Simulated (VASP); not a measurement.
# AlB2N3: relaxation of cell and atoms with PBE

The system is AlB2N3.

```
Al B N
1.0
     2.61796    0.00000    0.00000
    -1.30898    2.26722    0.00000
     0.00000    0.00000   20.86111
Al B N
2 4 6
Direct
  0.33333 0.66667 0.75000
  0.66667 0.33333 0.25000
  0.33333 0.66667 0.08333
  0.33333 0.66667 0.41667
  0.66667 0.33333 0.58333
  0.66667 0.33333 0.91667
  0.33333 0.66667 0.25000
  0.33333 0.66667 0.58333
  0.33333 0.66667 0.91667
  0.66667 0.33333 0.08333
  0.66667 0.33333 0.41667
  0.66667 0.33333 0.75000
```

| Item | Value |
| --- | --- |
| Program | VASP 6.6.1 |
| Task | relaxation of cell and atoms |
| Functional | PBE |
| Potentials or basis | VASP PAW PBE potentials, release 64 (Al, B, N) |
| Cutoff | 600 eV |
| k mesh | 6 × 6 × 1 |
| Occupations | gaussian, width 0.1 eV |
| Spin | no spin polarisation |
| Dipole correction | no |
| Further INCAR settings | ALGO = Normal; EDIFF = 1e-06; IBRION = 2; EDIFFG = -0.04; NSW = 90; ISIF = 3 |

- Relaxed volume: 11.58 Å³/atom
- Relaxed cell: a = 2.772 Å, b = 2.772 Å, c = 20.886 Å, α = 90.00°, β = 90.00°, γ = 120.00°
- Space group after relaxing (to 0.05 Å): P6_3/mmc (No. 194)
- Energy gained by relaxing: 204.4 meV/atom
- Ionic steps: 6
- Pressure after relaxing: 0.2 GPa
- Largest force after relaxing: 0.026 eV/Å
- Band gap on the k mesh: 3.21 eV, indirect (least direct gap 3.24 eV)

Forces on the atoms (eV/Å):
```
Al   0.000  0.000  0.000
Al   0.000  0.000  0.000
B    0.000  0.000  0.021
B    0.000  0.000 -0.021
B    0.000  0.000  0.021
B    0.000  0.000 -0.021
N    0.000  0.000  0.000
N    0.000  0.000  0.026
N    0.000  0.000 -0.026
N    0.000  0.000  0.026
N    0.000  0.000 -0.026
N    0.000  0.000  0.000
```

Step by step:
```tsv
step	energy change (eV)	largest force (eV/Å)	pressure (GPa)	volume (Å³)
1	0.0000	0.0521	38.95	123.82
2	4.0772	0.0630	-33.85	172.90
3	-2.4314	0.0508	-2.79	140.53
4	-2.4516	0.0507	-0.43	139.21
5	-2.4522	0.0507	0.17	138.90
6	-2.4525	0.0262	0.16	138.96
```

Final structure:
```
Al B N
1.0
     2.77181    0.00000    0.00000
    -1.38591    2.40046    0.00000
     0.00000    0.00000   20.88556
Al B N
2 4 6
Direct
  0.33333 0.66667 0.75000
  0.66667 0.33333 0.25000
  0.33333 0.66667 0.08347
  0.33333 0.66667 0.41653
  0.66667 0.33333 0.58347
  0.66667 0.33333 0.91653
  0.33333 0.66667 0.25000
  0.33333 0.66667 0.58331
  0.33333 0.66667 0.91669
  0.66667 0.33333 0.08331
  0.66667 0.33333 0.41669
  0.66667 0.33333 0.75000
```

Levels at points of the mesh, in eV from the valence-band top:
| k point | band 21 | band 22 | band 23 | band 24 | band 25 | band 26 | band 27 | band 28 |
| --- | --- | --- | --- | --- | --- | --- | --- | --- |
| (0.00, 0.00, 0.00) | -0.05 | -0.05 | -0.05 | -0.05 | 3.56 | 4.40 | 4.63 | 5.99 |
| (0.50, 0.00, 0.00) | -0.71 | -0.71 | -0.31 | -0.30 | 3.21 | 3.33 | 3.70 | 3.76 |

It took 4.5 min on 1 thread of AMD EPYC 7R13 Processor (Zen 3), with other jobs on the host, peak memory 0.28 GiB.

Caveat: the k points lie up to 0.44 Å⁻¹ apart in the final cell; this functional lacks dispersion, which binds the layers, so the pressure and a relaxed spacing across them are unreliable. A k mesh can miss the band edges.
